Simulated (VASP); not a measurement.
# AlSi23C24 (a cell with a defect) in VASP: electric field gradients with PBE

Aim: the electric field gradients of AlSi23C24 (a cell with a defect) with PBE.

Program: VASP 6.6.1. These are calculated values, not measurements. Logs are shortened: lines on timing, memory, paths and dates and some standing lists are left out, and cuts for length are marked.

## 1. The cell of the first run

The cell holds a defect, 48 atoms: a = 6.190 Å, b = 6.190 Å, c = 15.170 Å, α = 90.00°, β = 90.00°, γ = 120.00°.

## 2. Electric field gradients, PBE

File INCAR:

```
SYSTEM = AlSi23C24
ALGO = Normal
EDIFF = 1E-8
ENCUT = 520
GGA = PE
ISIF = 2
ISMEAR = -1
LASPH = .TRUE.
LCHARG = .FALSE.
LEFG = .TRUE.
LREAL = Auto
LWAVE = .FALSE.
NBANDS = 126
NELECT = 193.0
NELM = 100
PREC = Accurate
SIGMA = 0.01
```

File KPOINTS:

```
k-points
0
G
  4 4 2
  0 0 0
```

File POSCAR:

```
AlSi23C24
1.0
    6.1900000000      0.0000000000      0.0000000000
   -3.0950000000      5.3606972494      0.0000000000
    0.0000000000      0.0000000000     15.1700000000
Al Si C
1 23 24
Direct
    0.0000000000      0.0000000000      0.1250000000
    0.0000000000      0.5000000000      0.1250000000
    0.5000000000      0.0000000000      0.1250000000
    0.5000000000      0.5000000000      0.1250000000
    0.0000000000      0.0000000000      0.6250000000
    0.0000000000      0.5000000000      0.6250000000
    0.5000000000      0.0000000000      0.6250000000
    0.5000000000      0.5000000000      0.6250000000
    0.1666666666      0.3333333334      0.2917000000
    0.1666666666      0.8333333334      0.2917000000
    0.6666666666      0.3333333334      0.2917000000
    0.6666666666      0.8333333334      0.2917000000
    0.3333333334      0.1666666666      0.7917000000
    0.3333333334      0.6666666666      0.7917000000
    0.8333333334      0.1666666666      0.7917000000
    0.8333333334      0.6666666666      0.7917000000
    0.1666666666      0.3333333334      0.9583000000
    0.1666666666      0.8333333334      0.9583000000
    0.6666666666      0.3333333334      0.9583000000
    0.6666666666      0.8333333334      0.9583000000
    0.3333333334      0.1666666666      0.4583000000
    0.3333333334      0.6666666666      0.4583000000
    0.8333333334      0.1666666666      0.4583000000
    0.8333333334      0.6666666666      0.4583000000
    0.0000000000      0.0000000000      0.0000000000
    0.0000000000      0.5000000000      0.0000000000
    0.5000000000      0.0000000000      0.0000000000
    0.5000000000      0.5000000000      0.0000000000
    0.0000000000      0.0000000000      0.5000000000
    0.0000000000      0.5000000000      0.5000000000
    0.5000000000      0.0000000000      0.5000000000
    0.5000000000      0.5000000000      0.5000000000
    0.1666666666      0.3333333334      0.1667000000
    0.1666666666      0.8333333334      0.1667000000
    0.6666666666      0.3333333334      0.1667000000
    0.6666666666      0.8333333334      0.1667000000
    0.3333333334      0.1666666666      0.6667000000
    0.3333333334      0.6666666666      0.6667000000
    0.8333333334      0.1666666666      0.6667000000
    0.8333333334      0.6666666666      0.6667000000
    0.1666666666      0.3333333334      0.8333000000
    0.1666666666      0.8333333334      0.8333000000
    0.6666666666      0.3333333334      0.8333000000
    0.6666666666      0.8333333334      0.8333000000
    0.3333333334      0.1666666666      0.3333000000
    0.3333333334      0.6666666666      0.3333000000
    0.8333333334      0.1666666666      0.3333000000
    0.8333333334      0.6666666666      0.3333000000
```

Potentials or basis: VASP PAW PBE potentials, release 64 (Al, Si, C).

Launch:

```sh
cat potpaw_PBE.64/Al/POTCAR potpaw_PBE.64/Si/POTCAR potpaw_PBE.64/C/POTCAR > POTCAR
mpirun -np 1 vasp_std > vasp.out
```

OUTCAR:

```text
SYSTEM = AlSi23C24
   EDIFF = 1E-8
   ENCUT = 520
   GGA = PE
   ISIF = 2
   ISMEAR = -1
   LASPH = .TRUE.
   LREAL = Auto
   NELECT = 193.0
   NELM = 100
   PREC = Accurate

 ion  position               nearest neighbor table
   1  0.000  0.000  0.125-  34 1.90  33 1.90  36 1.90  25 1.90   2 3.09   4 3.09   2 3.09   4 3.09
                             3 3.10   3 3.10  18 3.10  10 3.10   9 3.10  17 3.10  20 3.10  12 3.10
   2  0.000  0.500  0.125-  33 1.90  34 1.90  35 1.90  26 1.90   1 3.09   3 3.09   1 3.09   3 3.09
                             4 3.10   4 3.10  17 3.10   9 3.10  18 3.10  10 3.10  19 3.10  11 3.10
   3  0.500  0.000  0.125-  36 1.90  35 1.90  34 1.90  27 1.90   2 3.09   4 3.09   4 3.09   2 3.09
                             1 3.10   1 3.10  20 3.10  12 3.10  11 3.10  19 3.10  18 3.10  10 3.10
   4  0.500  0.500  0.125-  35 1.90  36 1.90  33 1.90  28 1.90   1 3.09   3 3.09   3 3.09   1 3.09
                             2 3.10   2 3.10  19 3.10  11 3.10  20 3.10  12 3.10  17 3.10   9 3.10
   5  0.000  0.000  0.625-  39 1.90  40 1.90  37 1.90  29 1.90   6 3.09   8 3.09   6 3.09   8 3.09
                             7 3.10   7 3.10  23 3.10  15 3.10  24 3.10  16 3.10  21 3.10  13 3.10
   6  0.000  0.500  0.625-  40 1.90  39 1.90  38 1.90  30 1.90   5 3.09   7 3.09   5 3.09   7 3.09
                             8 3.10   8 3.10  24 3.10  16 3.10  15 3.10  23 3.10  22 3.10  14 3.10
   7  0.500  0.000  0.625-  37 1.90  38 1.90  39 1.90  31 1.90   6 3.09   8 3.09   8 3.09   6 3.09
                             5 3.10   5 3.10  21 3.10  13 3.10  22 3.10  14 3.10  23 3.10  15 3.10
   8  0.500  0.500  0.625-  38 1.90  37 1.90  40 1.90  32 1.90   5 3.09   7 3.09   7 3.09   5 3.09
                             6 3.10   6 3.10  22 3.10  14 3.10  13 3.10  21 3.10  24 3.10  16 3.10
   9  0.167  0.333  0.292-  46 1.90  47 1.90  45 1.90  33 1.90  10 3.09  12 3.09  10 3.09  12 3.09
[... 53 lines left out ...]
  47  0.833  0.167  0.333-  12 1.90   9 1.90  11 1.90  23 1.90
  48  0.833  0.667  0.333-  11 1.90  10 1.90  12 1.90  24 1.90

  LATTYP: Found a hexagonal cell.
 ALAT       =     6.1900000000
 C/A-ratio  =     2.4507269790

  Lattice vectors:

 A1 = (   6.1900000000,   0.0000000000,   0.0000000000)
 A2 = (  -3.0950000000,   5.3606972494,   0.0000000000)
 A3 = (   0.0000000000,   0.0000000000,  15.1700000000)

Analysis of symmetry for initial positions (statically):
=====================================================================
 Subroutine PRICEL returns:
 Original cell was already a primitive cell.

 Routine SETGRP: Setting up the symmetry group for a
 hexagonal supercell.

 Subroutine GETGRP returns: Found  6 space group operations
 (whereof  6 operations were pure point group operations)
 out of a pool of 24 trial point group operations.
[... 1140 lines left out ...]
  Total       27.8185449     27.8185449     27.4008369      0.0000000      0.0000000      0.0000000
  in kB       88.5416238     88.5416237     87.2121312      0.0000000      0.0000000      0.0000000
  external PRESSURE =      88.0984596 kB  Pullay stress =       0.0000000 kB

 VOLUME and BASIS-vectors are now :
 -----------------------------------------------------------------------------
  energy-cutoff  :      520.00
  volume of cell :      503.38
      direct lattice vectors                 reciprocal lattice vectors
     6.190000000  0.000000000  0.000000000     0.161550889  0.093271449  0.000000000
    -3.095000000  5.360697249  0.000000000     0.000000000  0.186542898  0.000000000
     0.000000000  0.000000000 15.170000000     0.000000000  0.000000000  0.065919578

 POSITION                                       TOTAL-FORCE (eV/Angst)
 -----------------------------------------------------------------------------------
      0.00000      0.00000      1.89625         0.000000     -0.000000      0.301998
     -1.54750      2.68035      1.89625         0.651551      0.376173      0.810128
      3.09500      0.00000      1.89625         0.000000     -0.752346      0.810128
      1.54750      2.68035      1.89625        -0.651551      0.376173      0.810128
      0.00000      0.00000      9.48125         0.000000     -0.000000      0.184279
     -1.54750      2.68035      9.48125         0.019332      0.011161      0.155634
[... 40 lines left out ...]
      4.64250      0.89345      5.05616        -0.037990      0.021934      0.378625
      3.09500      3.57380      5.05616         0.000000     -0.043867      0.378625
 -----------------------------------------------------------------------------------
    total drift:                               -0.000000      0.000000     -0.002363

  FREE ENERGIE OF THE ION-ELECTRON SYSTEM (eV)
  ---------------------------------------------------
  free  energy   TOTEN  =      -339.5343056110 eV

  energy  without entropy=     -339.5297560285  energy(sigma->0) =     -339.53203082

 Electric field gradients (V/A^2)
---------------------------------------------------------------------
 ion       V_xx      V_yy      V_zz      V_xy      V_xz      V_yz
---------------------------------------------------------------------
   1      -0.812    -0.812     1.625     0.000     0.000    -0.000
   2      -1.288    -3.681     4.969     2.072    -3.073    -1.774
   3      -4.877    -0.091     4.969    -0.000     0.000     3.548
   4      -1.288    -3.681     4.969    -2.073     3.073    -1.774
   5       0.625     0.625    -1.249    -0.000    -0.000     0.000
   6       0.693     0.914    -1.606    -0.192    -0.161    -0.093
[... 40 lines left out ...]
  47      -0.372    -0.701     1.073    -0.285     0.516    -0.298
  48      -0.865    -0.208     1.073    -0.000     0.000     0.596
---------------------------------------------------------------------

 Electric field gradients after diagonalization (V/A^2)
 (convention: |V_zz| > |V_xx| > |V_yy|)
----------------------------------------------------------------------
 ion       V_xx      V_yy      V_zz     asymmetry (V_yy - V_xx)/ V_zz
----------------------------------------------------------------------
   1      -0.812    -0.812     1.625       0.000
   2      -4.877    -1.919     6.797       0.435
   3      -4.877    -1.919     6.797       0.435
   4      -4.878    -1.919     6.797       0.435
   5       0.625     0.625    -1.249       0.000
   6       1.024     0.598    -1.622       0.263
[... 40 lines left out ...]
  47      -0.865    -0.442     1.307       0.324
  48      -0.865    -0.443     1.307       0.323
----------------------------------------------------------------------

           NMR quadrupolar parameters

 Cq : quadrupolar parameter    Cq=e*Q*V_zz/h
 eta: asymmetry parameters     (V_yy - V_xx)/ V_zz
 Q  : nuclear electric quadrupole moment in mb (millibarn)
----------------------------------------------------------------------
 ion       Cq(MHz)       eta       Q (mb)
----------------------------------------------------------------------
   1       0.004       0.000       1.000
   2       0.016       0.435       1.000
   3       0.016       0.435       1.000
   4       0.016       0.435       1.000
   5      -0.003       0.000       1.000
   6      -0.004       0.263       1.000
[... 40 lines left out ...]
  47       0.003       0.324       1.000
  48       0.003       0.323       1.000
----------------------------------------------------------------------
```

OSZICAR:

```text
N       E                     dE             d eps       ncg     rms          rms(c)
DAV:   1     0.626318741887E+03    0.62632E+03   -0.88157E+04  2016   0.138E+03
DAV:   2    -0.320010409381E+03   -0.94633E+03   -0.89716E+03  2528   0.240E+02
DAV:   3    -0.384035408917E+03   -0.64025E+02   -0.63371E+02  2440   0.603E+01
[... 12 lines left out ...]
DAV:  16    -0.339534305375E+03   -0.77445E-06   -0.90681E-07  2440   0.259E-03    0.136E-03
DAV:  17    -0.339534305736E+03   -0.36107E-06   -0.22797E-07  2280   0.122E-03    0.713E-04
DAV:  18    -0.339534305694E+03    0.41284E-07   -0.91504E-09  1312   0.279E-04    0.377E-04
DAV:  19    -0.339534305611E+03    0.83299E-07   -0.10417E-08  1424   0.302E-04    0.126E-04
DAV:  20    -0.339534305611E+03    0.18554E-09   -0.14419E-09  1248   0.127E-04
   1 F= -.33953431E+03 E0= -.33953203E+03  d E =-.454958E-02
```

stdout:

```text
POSCAR found type information on POSCAR AlSiC
 POSCAR found :  3 types and      48 ions
 scaLAPACK will be used
 LDA part: xc-table for (Slater+PW92), standard interpolation
 POSCAR, INCAR and KPOINTS ok, starting setup
 FFT: planning ... GRIDC
 FFT: planning ... GRID_SOFT
 FFT: planning ... GRID
 WAVECAR not read
 entering main loop
 the old and the new charge density differ
 old charge density:   191.00000 new  193.00000
    0.427E+01
ion   1

ion   2
     0.0000353    -0.0661674     0.0700977    -0.1488310     0.1214127    -0.0382018
     0.0000487    -0.0661674     0.0700977    -0.1488310     0.1214127    -0.0382018
     0.0000670    -0.0661674     0.0700977    -0.1488310     0.1214127    -0.0382018
     0.0000923    -0.0661674     0.0700977    -0.1488310     0.1214127    -0.0382018

     0.0000353    -1.8303903     1.5192255    -3.7283330     2.6313758    -1.0567763
     0.0000487    -1.8303882     1.5192239    -3.7283289     2.6313729    -1.0567751
     0.0000670    -1.8303848     1.5192211    -3.7283220     2.6313681    -1.0567732
     0.0000923    -1.8303792     1.5192165    -3.7283106     2.6313601    -1.0567699
[... 118 lines left out ...]
ion  21
     0.0000353    -0.0032335    -0.0029756     0.1061259    -0.0051539    -0.0018668
     0.0000487    -0.0032335    -0.0029756     0.1061259    -0.0051539    -0.0018668
     0.0000670    -0.0032335    -0.0029756     0.1061259    -0.0051539    -0.0018668
     0.0000923    -0.0032335    -0.0029756     0.1061259    -0.0051539    -0.0018668

     0.0000353    -0.1043468    -0.0300905     2.8171826    -0.0521183    -0.0602447
     0.0000487    -0.1043467    -0.0300905     2.8171794    -0.0521182    -0.0602446
     0.0000670    -0.1043465    -0.0300904     2
```

Wall time 20 min (1 thread of Intel Xeon Platinum 8259CL at 2.50GHz (Skylake/Cascade Lake), shared host); peak memory 0.76 GiB.

Results:

```
Free energy                             : -339.5343 eV
Largest force                           : 2.567 eV/Å
Largest electric field gradient by atom : Al +1.6; Si +6.8, -1.2, -1.6, -8.5, -2.5, +2.9, +4.2, -7.8, +5.0, -3.6, -6.3 (each value once); C -15.3, -1.2, +0.8, +0.7, -18.8, +3.4, -0.5, -1.0, -2.1, -0.8, +1.3, +0.9 (each value once) V/Å²
```

Forces on the atoms (eV/Å):
```
Al   0.000  0.000  0.302
Si   0.652  0.376  0.810
Si   0.000 -0.752  0.810
Si  -0.652  0.376  0.810
Si   0.000  0.000  0.184
Si   0.019  0.011  0.156
Si   0.000 -0.022  0.156
Si  -0.019  0.011  0.156
Si   0.000  0.155 -0.923
Si   0.134 -0.077 -0.923
Si   0.000  0.000 -0.251
Si  -0.134 -0.077 -0.923
Si  -0.056 -0.032  0.181
Si   0.000  0.000  0.092
Si   0.056 -0.032  0.181
Si   0.000  0.064  0.181
Si   0.000 -0.666  0.400
Si  -0.577  0.333  0.400
Si   0.000  0.000  0.193
Si   0.577  0.333  0.400
Si   0.038  0.022 -0.320
Si   0.000  0.000 -0.436
Si  -0.038  0.022 -0.320
Si   0.000 -0.044 -0.320
C    0.000  0.000 -2.567
C   -0.031 -0.018 -0.438
C    0.000  0.036 -0.438
C    0.031 -0.018 -0.438
C    0.000  0.000  0.020
C   -0.015 -0.009  0.086
C    0.000  0.017  0.086
C    0.015 -0.009  0.086
C    0.000  1.756  0.691
C    1.521 -0.878  0.691
C    0.000  0.000 -0.017
C   -1.521 -0.878  0.691
C    0.003  0.002 -0.060
C    0.000  0.000 -0.119
C   -0.003  0.002 -0.060
C    0.000 -0.004 -0.060
C    0.000  0.164 -0.299
C    0.142 -0.082 -0.299
C    0.000  0.000 -0.189
C   -0.142 -0.082 -0.299
C    0.038  0.022  0.379
C    0.000  0.000  0.805
C   -0.038  0.022  0.379
C    0.000 -0.044  0.379
```

Electric field gradients, principal values (V/Å²):
```tsv
atom	least	middle	greatest (by size)
1 Al	-0.812	-0.812	1.625
2 Si	-1.919	-4.877	6.797
3 Si	-1.919	-4.877	6.797
4 Si	-1.919	-4.878	6.797
5 Si	0.625	0.625	-1.249
6 Si	0.598	1.024	-1.622
7 Si	0.598	1.024	-1.622
8 Si	0.598	1.024	-1.622
9 Si	3.505	5.020	-8.525
10 Si	3.505	5.019	-8.525
11 Si	1.238	1.239	-2.477
12 Si	3.505	5.020	-8.525
13 Si	-1.183	-1.722	2.905
14 Si	-2.097	-2.097	4.194
15 Si	-1.182	-1.722	2.905
16 Si	-1.183	-1.722	2.905
17 Si	0.075	7.681	-7.756
18 Si	0.075	7.681	-7.756
19 Si	-2.516	-2.517	5.033
20 Si	0.075	7.681	-7.756
21 Si	1.647	1.924	-3.570
22 Si	3.145	3.145	-6.289
23 Si	1.647	1.924	-3.570
24 Si	1.647	1.924	-3.570
25 C	7.662	7.663	-15.325
26 C	0.180	1.010	-1.190
27 C	0.180	1.010	-1.190
28 C	0.180	1.010	-1.190
29 C	-0.413	-0.413	0.826
30 C	-0.198	-0.541	0.739
31 C	-0.198	-0.541	0.739
32 C	-0.199	-0.541	0.739
33 C	7.341	11.471	-18.812
34 C	7.340	11.471	-18.811
35 C	-1.702	-1.703	3.405
36 C	7.341	11.471	-18.812
37 C	0.165	0.308	-0.474
38 C	0.497	0.498	-0.995
39 C	0.165	0.309	-0.474
40 C	0.165	0.308	-0.474
41 C	0.953	1.169	-2.122
42 C	0.954	1.169	-2.122
43 C	0.415	0.416	-0.831
44 C	0.953	1.169	-2.122
45 C	-0.443	-0.865	1.307
46 C	-0.466	-0.466	0.932
47 C	-0.442	-0.865	1.307
48 C	-0.443	-0.865	1.307
```

Caveat: the cell carries a net charge on a neutralising background, which shifts energy and pressure; the cell is charged against a uniform background, so pressure and absolute levels hang on convention; without QUAD_EFG the Cq values of the log hold for a quadrupole moment of 1 mb, not for the nuclei; an odd number of electrons without spin polarisation forces a metal; a magnetic or distorted state may lie lower.
